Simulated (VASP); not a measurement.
# GaSi15 (a cell with a defect) in VASP: relaxation of the atoms with PBE

Aim: the relaxation of the atoms of GaSi15 (a cell with a defect) with PBE.

Program: VASP 6.6.1. These are calculated values, not measurements. Logs are shortened: lines on timing, memory, paths and dates and some standing lists are left out, and cuts for length are marked.

## Step 1: The cell of the first run

The cell holds a defect, 16 atoms: a = 7.736 Å, b = 7.736 Å, c = 7.736 Å, α = 60.00°, β = 60.00°, γ = 60.00°.

## Step 2: Relaxation of the atoms, PBE

INCAR

```
SYSTEM = GaSi15
PREC     = Accurate       ! precision mode
ENCUT    = 520            ! plane-wave cutoff, eV
EDIFF    = 1E-7           ! SCF threshold, eV
ISMEAR   = 0              ! smearing method
SIGMA    = 0.01           ! smearing width, eV
LREAL    = Auto         
LASPH    = .TRUE.         ! aspherical terms in the spheres
NELM     = 60             ! most SCF steps
ALGO     = Normal         ! electronic algorithm
ISIF     = 2              ! what is computed and relaxed
LWAVE    = .FALSE.        ! write WAVECAR
LCHARG   = .FALSE.        ! write CHGCAR
GGA      = PE             ! functional
IBRION   = 2              ! ionic algorithm
NSW      = 65             ! ionic steps
EDIFFG   = -0.025         ! ionic threshold
NELECT   = 74.0
```

KPOINTS

```
Automatic mesh
0
G
  2 2 2
  0 0 0
```

POSCAR

```
GaSi15
1.0
    0.0000000000      5.4700937543     -5.4700937543
    5.4700937543      5.4700937543      0.0000000000
    5.4700937543      0.0000000000     -5.4700937543
Ga Si
1 15
Direct
    0.1162448064      0.1296452111      0.1269816143
    0.1238219869      0.6249010733      0.1269881327
    0.6225820938      0.1267225772      0.1274177361
    0.6230651543      0.6242380800      0.1272526701
    0.1242512316      0.1267290949      0.6257341197
    0.1240791004      0.6242499657      0.6262254380
    0.6223089381      0.1265842793      0.6254617564
    0.6236131770      0.6251473277      0.6267854667
    0.2573273322      0.7405952143      0.2524086071
    0.2484125651      0.2493680296      0.2553608180
    0.7482669540      0.7503801358      0.2517830317
    0.7388493577      0.2550458044      0.2581567480
    0.2486108201      0.7503852150      0.7514300437
    0.2511964435      0.2490195174      0.7499937647
    0.7482177108      0.7509083995      0.7513910491
    0.7483364048      0.2503521771      0.7515010054
```

Potentials or basis: VASP PAW PBE potentials, release 64 (Ga_d, Si).

Command:

```bash
cat potpaw_PBE.64/Ga_d/POTCAR potpaw_PBE.64/Si/POTCAR > POTCAR
mpirun -np 1 vasp_std > vasp.out
```

OUTCAR:

```text
SYSTEM = GaSi15
   PREC = Accurate
   ENCUT = 520
   EDIFF = 1E-7
   ISMEAR = 0
   LREAL = Auto
   LASPH = .TRUE.
   NELM = 60
   ISIF = 2
   GGA = PE
   IBRION = 2
   NSW = 65
   EDIFFG = -0.025
   NELECT = 74.0

 ion  position               nearest neighbor table
   1  0.116  0.130  0.127-  14 2.38  12 2.38  10 2.40   9 2.46
   2  0.124  0.625  0.127-   9 2.37  10 2.37  11 2.37  13 2.37
   3  0.623  0.127  0.127-  10 2.36  12 2.37  16 2.37  11 2.38
   4  0.623  0.624  0.127-   9 2.31  12 2.33  15 2.37  11 2.37
   5  0.124  0.127  0.626-  10 2.34  14 2.36  16 2.37  13 2.38
   6  0.124  0.624  0.626-   9 2.36  14 2.37  15 2.37  13 2.37
[... 8 lines left out ...]
  15  0.748  0.751  0.751-   8 2.37   7 2.37   6 2.37   4 2.37
  16  0.748  0.250  0.752-   8 2.37   7 2.37   5 2.37   3 2.37

  LATTYP: Found a face centered cubic cell.
 ALAT       =    10.9401875086

  Lattice vectors:

 A1 = (   0.0000000000,   5.4700937543,  -5.4700937543)
 A2 = (   5.4700937543,   5.4700937543,   0.0000000000)
 A3 = (   5.4700937543,   0.0000000000,  -5.4700937543)

Analysis of symmetry for initial positions (statically):
=====================================================================
 Subroutine PRICEL returns:
 Original cell was already a primitive cell.

 Routine SETGRP: Setting up the symmetry group for a
 face centered cubic supercell.

 Subroutine GETGRP returns: Found  1 space group operations
 (whereof  1 operations were pure point group operations)
 out of a pool of 48 trial point group operations.

The static configuration has the point symmetry C_1 .

Analysis of symmetry for dynamics (positions and initial velocities):
=====================================================================
 Subroutine PRICEL returns:
 Original cell was already a primitive cell.

 Routine SETGRP: Setting up the symmetry group for a
 face centered cubic supercell.

 Subroutine GETGRP returns: Found  1 space group operations
 (whereof  1 operations were pure point group operations)
 out of a pool of 48 trial point group operations.

The dynamic configuration has the point symmetry C_1 .

 Subroutine INISYM returns: Found  1 space group operations
 (whereof  1 operations are pure point group operations),
 and found     1 'primitive' translations

----------------------------------------------------------------------------------------

                                     Primitive cell

  volume of cell :     327.3515

  direct lattice vectors                    reciprocal lattice vectors
     0.000000000  5.470093754 -5.470093754    -0.091406112  0.091406112 -0.091406112
     5.470093754  5.470093754  0.000000000     0.091406112  0.091406112  0.091406112
     5.470093754  0.000000000 -5.470093754     0.091406112 -0.091406112 -0.091406112

  length of vectors
     7.735880775  7.735880775  7.735880775     0.158320029  0.158320029  0.158320029

  position of ions in fractional coordinates (direct lattice)
     0.116244806  0.129645211  0.126981614
     0.123821987  0.624901073  0.126988133
     0.622582094  0.126722577  0.127417736
     0.623065154  0.624238080  0.127252670
     0.124251232  0.126729095  0.625734120
     0.124079100  0.624249966  0.626225438
[... 8 lines left out ...]
     0.748217711  0.750908399  0.751391049
     0.748336405  0.250352177  0.751501005

  ion indices of the primitive-cell ions
   primitive index   ion index
                 1           1
                 2           2
                 3           3
                 4           4
                 5           5
                 6           6
[... 8 lines left out ...]
                15          15
                16          16

----------------------------------------------------------------------------------------

 KPOINTS: Automatic mesh

Automatic generation of k-mesh.
 Grid dimensions read from file:
 generate k-points for:    2    2    2

 Generating k-lattice:

  Cartesian coordinates                     Fractional coordinates (reciprocal lattice)
    -0.045703056  0.045703056 -0.045703056     0.500000000  0.000000000  0.000000000
     0.045703056  0.045703056  0.045703056     0.000000000  0.500000000  0.000000000
     0.045703056 -0.045703056 -0.045703056     0.000000000  0.000000000  0.500000000

  Length of vectors
     0.079160015  0.079160015  0.079160015

  Shift w.r.t. Gamma in fractional coordinates (k-lattice)
     0.000000000  0.000000000  0.000000000

 Subroutine IBZKPT returns following result:
 ===========================================

 Found      8 irreducible k-points:

 Following reciprocal coordinates:
            Coordinates               Weight
  0.000000  0.000000  0.000000      1.000000
  0.500000  0.000000  0.000000      1.000000
  0.000000  0.500000  0.000000      1.000000
  0.000000  0.000000  0.500000      1.000000
  0.500000  0.500000  0.500000      1.000000
  0.500000  0.500000  0.000000      1.000000
  0.000000  0.500000  0.500000      1.000000
  0.500000  0.000000  0.500000      1.000000
   k-points           NKPTS =      8   k-points in BZ     NKDIM =      8   number of bands    NBANDS=     46
   number of dos      NEDOS =    301   number of ions     NIONS =     16
   total plane-waves  NPLWV = 216000
   dimension x,y,z NGX =    60 NGY =   60 NGZ =   60
   dimension x,y,z NGXF=   120 NGYF=  120 NGZF=  120
   ions per type =               1  15
   NGX,Y,Z   is equivalent  to a cutoff of  12.89, 12.89, 12.89 a.u.
   NGXF,Y,Z  is equivalent  to a cutoff of  25.79, 25.79, 25.79 a.u.
 SYSTEM =  GaSi15
   PREC   = accura    normal or accurate (medium, high low for compatibility)
   ISTART =      0    job   : 0-new  1-cont  2-samecut
   ICHARG =      2    charge: 1-file 2-atom 10-const
   ISPIN  =      1    spin polarized calculation?
   LNONCOLLINEAR =      F non collinear calculations
   LSORBIT =      F    spin-orbit coupling
   LASPH  =      T    aspherical Exc in radial PAW
   ENCUT  =  520.0 eV  38.22 Ry    6.18 a.u.  14.38 14.38 14.38*2*pi/ulx,y,z
   NELM   =     60;   NELMIN=  2; NELMDL= -5     # of ELM steps
   EDIFF  = 0.1E-06   stopping-criterion for ELM
   LREAL  =      T    real-space projection
   EDIFFG = -.3E-01   stopping-criterion for IOM
   NSW    =     65    number of steps for IOM
   IBRION =      2    ionic relax: 0-MD 1-quasi-New 2-CG
   NFREE  =      1    steps in history (QN), initial steepest desc. (CG)
   ISIF   =      2    stress and relaxation
   ISYM   =      2    0-nonsym 1-usesym 2-fastsym
   POTIM  = 0.5000    time-step for ionic-motion
   TEBEG  =    0.0;   TEEND  =   0.0 temperature during run
   PSTRESS=    0.0 pullay stress
   NELECT =      74.0000    total number of electrons
   NUPDOWN=      -1.0000    fix difference up-down
   EMIN   =  10.00;   EMAX   =-10.00  energy-range for DOS
   EFERMI =   0.00;   METHOD = LEGACY
   ISMEAR =     0;   SIGMA  =   0.01  broadening in eV -4-tet -1-fermi 0-gaus
   EFERMI_NEDOS =   21; number of points for ismear=-14 and -15
   IALGO  =     38    algorithm
   IMIX   =      4    mixing-type and parameters
     AMIX     =   0.40;   BMIX     =  1.00
     AMIX_MAG =   1.60;   BMIX_MAG =  1.00
  volume/ion in A,a.u.               =      20.46       138.07
  Fermi-wavevector in a.u.,A,eV,Ry     =   0.997273  1.884572 13.531715  0.994553
  Thomas-Fermi vector in A             =   2.129418
   LORBIT       =      0    0 simple, 1 ext, 2 COOP (PROOUT), +10 PAW based schemes
   GGA     = PE    functional components
   LHFCALC =     F    Hartree Fock is set to
   AEXX    =    0.0000 exact exchange contribution
   IVDW    =     0    specifies the selected vdW correction
   LEPSILON=     F    determine dielectric tensor
   LRPA    =     F    only Hartree local field effects (RPA)
 conjugate gradient relaxation of ions
 non-spin polarized calculation
 Gauss-broadening in eV      SIGMA  =   0.01
  energy-cutoff  :      520.00
  volume of cell :      327.35
 maximum number of plane-waves:      8824
 NGX is ok and might be reduce to    60
   NGX = 29   NGY = 29   NGZ = 29

--------------------------------------- Ionic step        1  -------------------------------------------

 number of electron      74.0000003 magnetization

 Free energy of the ion-electron system (eV)
  ---------------------------------------------------
  ext. energy  EPLUGINS =         0.00000000
  ---------------------------------------------------
  free energy    TOTEN  =       -76.34788364 eV

  energy without entropy =      -76.34787922  energy(sigma->0) =      -76.34788143

------------------------ aborting loop because EDIFF is reached ----------------------------------------

  FORCE on cell =-STRESS in cart. coord.  units (eV):
  Direction    XX          YY          ZZ          XY          YZ          ZX
  --------------------------------------------------------------------------------------
  -------------------------------------------------------------------------------------
  Total       12.6904262     12.4560095     12.7118084     -0.8598997     -0.1835832     -0.0139696
  in kB       62.1115669     60.9642460     62.2162191     -4.2086622     -0.8985229     -0.0683725
  external PRESSURE =      61.7640107 kB  Pullay stress =       0.0000000 kB

 VOLUME and BASIS-vectors are now :
 -----------------------------------------------------------------------------
  energy-cutoff  :      520.00
  volume of cell :      327.35
      direct lattice vectors                 reciprocal lattice vectors
     0.000000000  5.470093754 -5.470093754    -0.091406112  0.091406112 -0.091406112
     5.470093754  5.470093754  0.000000000     0.091406112  0.091406112  0.091406112
     5.470093754  0.000000000 -5.470093754     0.091406112 -0.091406112 -0.091406112
[... 258 lines left out ...]
      6.81000      4.09644     -4.10629         0.007126      0.014335     -0.004367
[... 8 lines left out ...]
      8.21482      8.20806     -8.21161         0.010446     -0.003477      0.009170
      5.47808      5.45876     -8.21766        -0.000641     -0.001348      0.018340
 -----------------------------------------------------------------------------------
    total drift:                                0.002744     -0.003236      0.004828

  FREE ENERGIE OF THE ION-ELECTRON SYSTEM (eV)
  ---------------------------------------------------
  free  energy   TOTEN  =       -76.4668507909 eV

  energy  without entropy=      -76.4668507909  energy(sigma->0) =      -76.46685079

--------------------------------------- Ionic step        7  -------------------------------------------

 number of electron      74.0000002 magnetization

 Free energy of the ion-electron system (eV)
  ---------------------------------------------------
  ext. energy  EPLUGINS =         0.00000000
  ---------------------------------------------------
  free energy    TOTEN  =       -76.46713073 eV

  energy without entropy =      -76.46713073  energy(sigma->0) =      -76.46713073

 E-fermi :   6.0114     XC(G=0):  -9.4146

 val. band max:        5.9281844909   @ k =   0.0000   0.0000   0.0000
 cond. band min:       6.2646794368   @ k =   0.0000   0.0000   0.0000
 fundamental gap:      0.3364949459
 Fermi energy:         6.0113659424

 k-point     1 :       0.0000    0.0000    0.0000
  band No.  band energies     occupation
      1      -8.4217      2.00000
      2      -8.4212      2.00000
      3      -8.4195      2.00000
      4      -8.3460      2.00000
      5      -8.3460      2.00000
      6      -6.2487      2.00000
[... 406 lines left out ...]
      4.11066      4.09525     -1.40603         0.000734     -0.000469      0.006463
      1.41901      4.09231     -4.09915        -0.006371      0.000245     -0.003201
      4.11526      6.81065     -4.10410        -0.000691     -0.017563     -0.001401
      4.11486      1.39630     -4.10642         0.001064     -0.009663      0.003347
      6.81031      4.09721     -4.10646         0.004239     -0.001376      0.000513
[... 8 lines left out ...]
      8.21531      8.20790     -8.21122         0.016834     -0.004490     -0.004763
      5.47812      5.45866     -8.21681        -0.001726     -0.002297      0.006415
 -----------------------------------------------------------------------------------
    total drift:                                0.002950     -0.002876      0.003788

  FREE ENERGIE OF THE ION-ELECTRON SYSTEM (eV)
  ---------------------------------------------------
  free  energy   TOTEN  =       -76.4671307260 eV

  energy  without entropy=      -76.4671307260  energy(sigma->0) =      -76.46713073

 reached required accuracy - stopping structural energy minimisation
```

Run time: 12 min. Hardware: 1 thread of Oxide Virtual Turin-like, shared host; peak memory 0.52 GiB.

What came out:

```
Free energy                  : -76.4671 eV
Energy gained by relaxing    : 7.5 meV/atom
Ionic steps                  : 7
Largest force after relaxing : 0.018 eV/Å
```

Forces in eV/Å, atoms in the order of the input:
```
Ga  -0.005  0.016 -0.008
Si   0.001  0.000  0.006
Si  -0.006  0.000 -0.003
Si  -0.001 -0.018 -0.001
Si   0.001 -0.010  0.003
Si   0.004 -0.001  0.001
Si  -0.004  0.005  0.007
Si   0.002  0.005 -0.004
Si   0.010 -0.008  0.004
Si   0.009  0.012 -0.008
Si  -0.004 -0.015  0.004
Si  -0.013  0.007 -0.003
Si  -0.002  0.006 -0.005
Si  -0.007  0.008  0.007
Si   0.017 -0.004 -0.005
Si  -0.002 -0.002  0.006
```

The path:
| step | energy change (eV) | largest force (eV/Å) | pressure (GPa) |
| --- | --- | --- | --- |
| 1 | 0.0000 | 0.9992 | 6.18 |
| 2 | -0.1043 | 0.3502 | 6.19 |
| 3 | -0.1135 | 0.2430 | 6.19 |
| 4 | -0.1136 | 0.2506 | 6.19 |
| 5 | -0.1189 | 0.0417 | 6.19 |
| 6 | -0.1190 | 0.0560 | 6.19 |
| 7 | -0.1192 | 0.0184 | 6.19 |

Final structure:
```
Ga Si
1.0
     0.00000    5.47009   -5.47009
     5.47009    5.47009    0.00000
     5.47009    0.00000   -5.47009
Ga Si
1 15
Direct
  0.11988 0.12452 0.12896
  0.12711 0.62155 0.12993
  0.61904 0.12908 0.13033
  0.62151 0.62356 0.12876
  0.12686 0.12840 0.62385
  0.12736 0.62166 0.62335
  0.61951 0.12814 0.62559
  0.62321 0.62523 0.62674
  0.24938 0.75034 0.25107
  0.24682 0.24930 0.25165
  0.74964 0.75160 0.25012
  0.74589 0.25134 0.25343
  0.24656 0.75086 0.75242
  0.24725 0.24944 0.75459
  0.74988 0.75063 0.75123
  0.74929 0.24862 0.75285
```

Caveat: the k points lie up to 0.50 Å⁻¹ apart; the cell carries a net charge on a neutralising background, which shifts energy and pressure; the cell is charged against a uniform background, so pressure and absolute levels hang on convention.
